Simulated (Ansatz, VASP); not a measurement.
**CaS: VASP beside Ansatz**

The input INCAR:

```
SYSTEM = CaS
PREC     = Accurate       ! precision mode
ENCUT    = 500            ! plane-wave cutoff, eV
EDIFF    = 1E-7           ! SCF threshold, eV
ISMEAR   = 0              ! smearing method
SIGMA    = 0.01           ! smearing width, eV
LREAL    = .FALSE.        ! projectors in reciprocal space
LASPH    = .TRUE.         ! aspherical terms in the spheres
NELM     = 120            ! most SCF steps
ALGO     = Normal         ! electronic algorithm
ISIF     = 3              ! what is computed and relaxed
LWAVE    = .FALSE.        ! write WAVECAR
LCHARG   = .FALSE.        ! write CHGCAR
GGA      = PE             ! functional
IBRION   = 2              ! ionic algorithm
NSW      = 80             ! ionic steps
EDIFFG   = -0.001         ! ionic threshold
GGA_COMPAT= .FALSE.      
NELMIN   = 4
```

KPOINTS

```
regular mesh
0
G
  8 8 8
  0 0 0
```

The input POSCAR:

```
CaS
1.0
    0.0000000000      2.8560320324      2.8560320324
    2.8560320324      0.0000000000      2.8560320324
    2.8560320324      2.8560320324      0.0000000000
Ca S
1 1
Direct
    0.0000000000      0.0000000000      0.0000000000
    0.5000000000      0.5000000000      0.5000000000
```

Input for Ansatz:

```yaml
crystal:
  lattice:
    - [0.0, 2.8560320324, 2.8560320324]
    - [2.8560320324, 0.0, 2.8560320324]
    - [2.8560320324, 2.8560320324, 0.0]
  atoms:
    - { symbol: Ca, position: [0.0, 0.0, 0.0] }
    - { symbol: S, position: [0.5, 0.5, 0.5] }
basis:
  ecutwfc: 420
kpoints:
  mp_grid: { grid: [8, 8, 8] }
hamiltonian:
  xc: pbe
scf:
  occupations: { method: fixed }
output:
  forces: true
  stress: true
  eigenvalues: true
  write_density: true
  write_potential: true
  elf: true
  volumetric_format: npy
relax:
  adjacent_minimum: "off"
  f_tol: 0.001
  max_steps: 60
  cell: { stress_tol: 0.01 }
```

Alike in both runs: task relaxation of cell and atoms; functional PBE; k mesh 8 × 8 × 8; no spin polarisation.

```csv
,VASP,Ansatz
version,VASP 6.6.1,Ansatz 0.2.0
potentials or method,"VASP PAW PBE potentials, release 64 (Ca_sv, S), cutoff 500 eV","scalar-relativistic, plane waves, PAW"
occupations,"gaussian, width 0.01 eV",fixed
valence electrons in the cell,16,16
```

```csv
,VASP,Ansatz,Ansatz less VASP
"gap on the k mesh at the Fermi level, each at its own relaxed structure (eV)",2.38,2.38,0.000
relaxed volume (Å³/atom),23.35,23.30,-0.054
relaxed length of the cell vector where the two differ most in proportion (Å),4.042,4.039,-0.0031
```
